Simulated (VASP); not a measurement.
# AlN (P6_3mc) in VASP: a series of runs, part 2 of 2

VASP 6.6.1. Earlier steps stand in the parts before.

## Step 3: Relaxation of cell and atoms, PBE+D3(BJ)

This run uses another cell than the first one, of 10.65 Å³/atom, 1.021 times its volume.

INCAR

```
ALGO     = Normal         # electronic algorithm
EDIFF    = 1E-6           # SCF threshold, eV
EDIFFG   = -0.005         # ionic threshold
ENCUT    = 600            # plane-wave cutoff, eV
GGA      = PE             # functional
IBRION   = 2              # ionic algorithm
ISIF     = 3              # what is computed and relaxed
ISMEAR   = 0              # smearing method
IVDW     = 12             # dispersion correction
LASPH    = True           # aspherical terms in the spheres
LCHARG   = False          # write CHGCAR
LREAL    = False          # projectors in reciprocal space
LWAVE    = False          # write WAVECAR
NELM     = 80             # most SCF steps
NSW      = 70             # ionic steps
PREC     = Accurate       # precision mode
SIGMA    = 0.02           # smearing width, eV
```

KPOINTS

```
k-points
0
Gamma
  12 12 6
```

POSCAR

```
AlN
1.0
    3.1302469247      0.0000000000      0.0000000000
   -1.5651234624      2.7108733569      0.0000000000
    0.0000000000      0.0000000000      5.0179926666
Al N
2 2
Direct
    0.3333333333      0.6666666667     -0.0007707950
    0.6666666667      0.3333333333      0.4992292050
    0.3333333333      0.6666666667      0.3807707950
    0.6666666667      0.3333333333      0.8807707950
```

Potentials or basis: VASP PAW PBE potentials, release 64 (Al, N).

Started as:

```
> cat potpaw_PBE.64/Al/POTCAR potpaw_PBE.64/N/POTCAR > POTCAR
> mpirun -np 1 vasp_std > vasp.out
```

OUTCAR:

```text
EDIFF = 1E-6
   EDIFFG = -0.005
   ENCUT = 600
   GGA = PE
   IBRION = 2
   ISIF = 3
   ISMEAR = 0
   IVDW = 12
   LASPH = True
   LREAL = False
   NELM = 80
   NSW = 70
   PREC = Accurate
 IVDW          = 12

 ion  position               nearest neighbor table
   1  0.333  0.667  0.999-   4 1.90   4 1.90   4 1.90   3 1.91   2 3.09   2 3.09   2 3.09   2 3.09
                             2 3.09   2 3.09
   2  0.667  0.333  0.499-   3 1.90   3 1.90   3 1.90   4 1.91   1 3.09   1 3.09   1 3.09   1 3.09
                             1 3.09   1 3.09
   3  0.333  0.667  0.381-   2 1.90   2 1.90   2 1.90   1 1.91
   4  0.667  0.333  0.881-   1 1.90   1 1.90   1 1.90   2 1.91

  LATTYP: Found a hexagonal cell.
 ALAT       =     3.1302469247
 C/A-ratio  =     1.6030660799

  Lattice vectors:

 A1 = (   3.1302469247,   0.0000000000,   0.0000000000)
 A2 = (  -1.5651234624,   2.7108733569,   0.0000000000)
 A3 = (   0.0000000000,   0.0000000000,   5.0179926666)

Analysis of symmetry for initial positions (statically):
=====================================================================
 Subroutine PRICEL returns:
 Original cell was already a primitive cell.

 Routine SETGRP: Setting up the symmetry group for a
 hexagonal supercell.

 Subroutine GETGRP returns: Found 12 space group operations
 (whereof  6 operations were pure point group operations)
 out of a pool of 24 trial point group operations.

The static configuration has the point symmetry C_3v.
 The point group associated with its full space group is C_6v.

Analysis of symmetry for dynamics (positions and initial velocities):
=====================================================================
 Subroutine PRICEL returns:
 Original cell was already a primitive cell.

 Routine SETGRP: Setting up the symmetry group for a
 hexagonal supercell.

 Subroutine GETGRP returns: Found 12 space group operations
 (whereof  6 operations were pure point group operations)
 out of a pool of 24 trial point group operations.

The dynamic configuration has the point symmetry C_3v.
 The point group associated with its full space group is C_6v.

 Subroutine INISYM returns: Found 12 space group operations
 (whereof  6 operations are pure point group operations),
 and found     1 'primitive' translations

----------------------------------------------------------------------------------------

                                     Primitive cell

  volume of cell :      42.5812

  direct lattice vectors                    reciprocal lattice vectors
     3.130246925  0.000000000  0.000000000     0.319463616  0.184442404  0.000000000
    -1.565123462  2.710873357  0.000000000     0.000000000  0.368884809  0.000000000
     0.000000000  0.000000000  5.017992667     0.000000000  0.000000000  0.199282874

  length of vectors
     3.130246925  3.130246925  5.017992667     0.368884809  0.368884809  0.199282874

  position of ions in fractional coordinates (direct lattice)
     0.333333333  0.666666667  0.999229205
     0.666666667  0.333333333  0.499229205
     0.333333333  0.666666667  0.380770795
     0.666666667  0.333333333  0.880770795

  ion indices of the primitive-cell ions
   primitive index   ion index
                 1           1
                 2           2
                 3           3
                 4           4

----------------------------------------------------------------------------------------

 KPOINTS: k-points

Automatic generation of k-mesh.
 Grid dimensions read from file:
 generate k-points for:   12   12    6

 Generating k-lattice:

  Cartesian coordinates                     Fractional coordinates (reciprocal lattice)
     0.026621968  0.015370200  0.000000000     0.083333333  0.000000000  0.000000000
     0.000000000  0.030740401  0.000000000     0.000000000  0.083333333  0.000000000
     0.000000000  0.000000000  0.033213812     0.000000000  0.000000000  0.166666667

  Length of vectors
     0.030740401  0.030740401  0.033213812

  Shift w.r.t. Gamma in fractional coordinates (k-lattice)
     0.000000000  0.000000000  0.000000000

 Subroutine IBZKPT returns following result:
 ===========================================

 Found     76 irreducible k-points:

 Following reciprocal coordinates:
            Coordinates               Weight
  0.000000  0.000000  0.000000      1.000000
  0.083333  0.000000  0.000000      6.000000
  0.166667  0.000000  0.000000      6.000000
  0.250000  0.000000  0.000000      6.000000
  0.333333  0.000000  0.000000      6.000000
  0.416667  0.000000  0.000000      6.000000
[... 16 lines left out ...]
  0.250000  0.000000  0.166667     12.000000
  0.333333  0.000000  0.166667     12.000000
 [... further k-points ...]
   k-points           NKPTS =     76   k-points in BZ     NKDIM =     76   number of bands    NBANDS=     12
   number of dos      NEDOS =    301   number of ions     NIONS =      4
   total plane-waves  NPLWV =  31360
   dimension x,y,z NGX =    28 NGY =   28 NGZ =   40
   dimension x,y,z NGXF=    56 NGYF=   56 NGZF=   80
   ions per type =               2   2
   NGX,Y,Z   is equivalent  to a cutoff of  14.87, 14.87, 13.25 a.u.
   NGXF,Y,Z  is equivalent  to a cutoff of  29.74, 29.74, 26.50 a.u.
 SYSTEM =  unknown system
   PREC   = accura    normal or accurate (medium, high low for compatibility)
   ISTART =      0    job   : 0-new  1-cont  2-samecut
   ICHARG =      2    charge: 1-file 2-atom 10-const
   ISPIN  =      1    spin polarized calculation?
   LNONCOLLINEAR =      F non collinear calculations
   LSORBIT =      F    spin-orbit coupling
   LASPH  =      T    aspherical Exc in radial PAW
   ENCUT  =  600.0 eV  44.10 Ry    6.64 a.u.   6.25  6.25 10.02*2*pi/ulx,y,z
   NELM   =     80;   NELMIN=  2; NELMDL= -5     # of ELM steps
   EDIFF  = 0.1E-05   stopping-criterion for ELM
   LREAL  =      F    real-space projection
   EDIFFG = -.5E-02   stopping-criterion for IOM
   NSW    =     70    number of steps for IOM
   IBRION =      2    ionic relax: 0-MD 1-quasi-New 2-CG
   NFREE  =      1    steps in history (QN), initial steepest desc. (CG)
   ISIF   =      3    stress and relaxation
   ISYM   =      2    0-nonsym 1-usesym 2-fastsym
   POTIM  = 0.5000    time-step for ionic-motion
   TEBEG  =    0.0;   TEEND  =   0.0 temperature during run
   PSTRESS=    0.0 pullay stress
   NELECT =      16.0000    total number of electrons
   NUPDOWN=      -1.0000    fix difference up-down
   EMIN   =  10.00;   EMAX   =-10.00  energy-range for DOS
   EFERMI =   0.00;   METHOD = LEGACY
   ISMEAR =     0;   SIGMA  =   0.02  broadening in eV -4-tet -1-fermi 0-gaus
   EFERMI_NEDOS =   21; number of points for ismear=-14 and -15
   IALGO  =     38    algorithm
   IMIX   =      4    mixing-type and parameters
     AMIX     =   0.40;   BMIX     =  1.00
     AMIX_MAG =   1.60;   BMIX_MAG =  1.00
  volume/ion in A,a.u.               =      10.65        71.84
  Fermi-wavevector in a.u.,A,eV,Ry     =   1.181342  2.232412 18.987859  1.395568
  Thomas-Fermi vector in A             =   2.317617
   LORBIT       =      0    0 simple, 1 ext, 2 COOP (PROOUT), +10 PAW based schemes
   GGA     = PE    functional components
   LHFCALC =     F    Hartree Fock is set to
   AEXX    =    0.0000 exact exchange contribution
   IVDW    =    12    specifies the selected vdW correction
   LEPSILON=     F    determine dielectric tensor
   LRPA    =     F    only Hartree local field effects (RPA)
 conjugate gradient relaxation of ions
 non-spin polarized calculation
 Gauss-broadening in eV      SIGMA  =   0.02
  energy-cutoff  :      600.00
  volume of cell :       42.58
 maximum number of plane-waves:      1448
 NGX is ok and might be reduce to    28
   NGX = 13   NGY = 13   NGZ = 21

--------------------------------------- Ionic step        1  -------------------------------------------

 number of electron      15.9999999 magnetization

 Free energy of the ion-electron system (eV)
  ---------------------------------------------------
  ext. energy  EPLUGINS =         0.00000000
  ---------------------------------------------------
  free energy    TOTEN  =       -29.78353498 eV

  energy without entropy =      -29.78353498  energy(sigma->0) =      -29.78353498

------------------------ aborting loop because EDIFF is reached ----------------------------------------

 Edisp (eV)   -1.05304

 E8    (eV) :    -0.4112
[... 285 lines left out ...]
--------------------------------------- Ionic step        8  -------------------------------------------

 number of electron      15.9999999 magnetization

 Free energy of the ion-electron system (eV)
  ---------------------------------------------------
  ext. energy  EPLUGINS =         0.00000000
  ---------------------------------------------------
  free energy    TOTEN  =       -29.77185703 eV

  energy without entropy =      -29.77185703  energy(sigma->0) =      -29.77185703

 E-fermi :   6.3179     XC(G=0): -10.9283

 val. band max:        6.1953177137   @ k =   0.0000   0.0000   0.0000
 cond. band min:      10.4364181840   @ k =   0.0000   0.0000   0.0000
 fundamental gap:      4.2411004703
 Fermi energy:         6.3178889378

 k-point     1 :       0.0000    0.0000    0.0000
  band No.  band energies     occupation
      1      -9.0205      2.00000
      2      -6.8621      2.00000
      3       0.1810      2.00000
      4       5.3253      2.00000
      5       5.3253      2.00000
      6       5.9764      2.00000
      7       5.9764      2.00000
      8       6.1953      2.00000
      9      10.4364      0.00000
     10      12.8898      0.00000
     11      16.8407      0.00000
     12      17.3738      0.00000
[... 331 lines left out ...]
 k-point    24 :       0.3333    0.0000    0.1667
  band No.  band energies     occupation
      1      -7.6899      2.00000
      2      -6.4512      2.00000
      3       1.2699      2.00000
      4       2.2421      2.00000
      5       2.8477      2.00000
      6       4.4151      2.00000
      7       5.4007      2.00000
      8       5.5323      2.00000
      9      12.0683      0.00000
     10      12.8718      0.00000
     11      14.7175      0.00000
     12      16.4035      0.00000

 [... further k-points ...]

------------------------ aborting loop because EDIFF is reached ----------------------------------------

 Edisp (eV)   -1.07871

 E8    (eV) :    -0.4213
[... 27 lines left out ...]
  FREE ENERGIE OF THE ION-ELECTRON SYSTEM (eV)
  ---------------------------------------------------
  free  energy   TOTEN  =       -30.8505715020 eV

  energy  without entropy=      -30.8505715020  energy(sigma->0) =      -30.85057150

 reached required accuracy - stopping structural energy minimisation
```

It took 4.8 min on 1 thread of AMD EPYC 7R13, shared host; peak memory 0.19 GiB.

What came out:

```
Free energy                            : -30.8506 eV
Relaxed volume                         : 10.40 Å³/atom
Relaxed cell                           : a = 3.107 Å, b = 3.107 Å, c = 4.976 Å, α = 90.00°, β = 90.00°, γ = 120.00°
Space group after relaxing (to 0.05 Å) : P6_3mc (No. 186)
Energy gained by relaxing              : 3.5 meV/atom
Ionic steps                            : 8
Pressure after relaxing                : 0.0 GPa
Band gap on the k mesh                 : 4.24 eV, direct
Dispersion energy per atom             : -0.270 eV
```

Step by step:
| step | energy change (eV) | largest force (eV/Å) | pressure (GPa) | volume (Å³) |
| --- | --- | --- | --- | --- |
| 1 | 0.0000 | 0.0015 | -4.47 | 42.58 |
| 2 | -0.0032 | 0.0129 | 4.24 | 40.78 |
| 3 | -0.0140 | 0.0063 | 0.00 | 41.61 |
| 4 | -0.0140 | 0.0062 | -0.10 | 41.63 |
| 5 | -0.0140 | 0.0087 | -0.09 | 41.62 |
| 6 | -0.0140 | 0.0100 | -0.09 | 41.62 |
| 7 | -0.0140 | 0.0044 | 0.07 | 41.59 |
| 8 | -0.0140 | 0.0010 | 0.01 | 41.60 |

Final structure:
```
Al N
1.0
     3.10703    0.00000    0.00000
    -1.55352    2.69077    0.00000
     0.00000    0.00000    4.97584
Al N
2 2
Direct
  0.33333 0.66667 0.99908
  0.66667 0.33333 0.49908
  0.33333 0.66667 0.38092
  0.66667 0.33333 0.88092
```
